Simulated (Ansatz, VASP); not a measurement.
**BN: VASP beside Ansatz**

INCAR

```
SYSTEM = BN
PREC = Accurate
ENCUT = 600
EDIFF = 1E-6
ISMEAR = 0
SIGMA = 0.02
LREAL = .False.
LASPH = .True.
NELM = 120
ALGO = Normal
ISIF = 2
LWAVE = .False.
LCHARG = .False.
GGA = PE
NBANDS = 11
GGA_COMPAT = .False.
```

Contents of KPOINTS:

```
regular mesh
0
Gamma
  12 12 12
  0 0 0
```

File POSCAR:

```
BN
1.0
    0.0000000000      1.6993219358      1.6993219358
    1.6993219358      0.0000000000      1.6993219358
    1.6993219358      1.6993219358      0.0000000000
B N
1 1
Direct
    0.0000000000      0.0000000000      0.0000000000
    0.2500000000      0.2500000000      0.2500000000
```

Input for Ansatz:

```yaml
crystal:
  lattice:
    - [0.0, 1.6993219358, 1.6993219358]
    - [1.6993219358, 0.0, 1.6993219358]
    - [1.6993219358, 1.6993219358, 0.0]
  atoms:
    - { symbol: B, position: [0.0, 0.0, 0.0] }
    - { symbol: "N", position: [0.25, 0.25, 0.25] }
basis:
  ecutwfc: 420
kpoints:
  mp_grid: { grid: [12, 12, 12] }
  band_path:
    path:
      - [[0.0, 0.0, 0.0], [-0.5, -0.5, 0.0], [-0.375, -0.375, 0.25]]
      - [[-0.375, 0.0, 0.375], [0.0, 0.0, 0.0], [0.0, 0.0, 0.5], [-0.5, -0.25, 0.25], [-0.5, -0.5, 0.0]]
    npoints: 12
hamiltonian:
  xc: pbe
scf:
  occupations: { method: gaussian, width: 0.02 }
  n_extra_bands: 6
output:
  forces: true
  stress: true
  eigenvalues: true
```

Alike in both runs: task single point; functional PBE; k mesh 12 × 12 × 12; occupations gaussian, width 0.02 eV; no spin polarisation.

|  | VASP | Ansatz |
| --- | --- | --- |
| version | VASP 6.6.1 | Ansatz 0.2.0 |
| potentials or method | VASP PAW PBE potentials, release 64 (B, N), cutoff 600 eV | scalar-relativistic, plane waves, PAW |
| valence electrons in the cell | 8 | 8 |

Ansatz gave:

```
gap on the k mesh at the Fermi level (eV) : 4.65
least direct gap on the mesh (eV)         : 9.72
```

Estimate VASP's values.

gap on the k mesh at the Fermi level (eV): 4.63; least direct gap on the mesh (eV): 9.70.

The functional is the same, so the differences come from potentials, cutoffs and numerics.
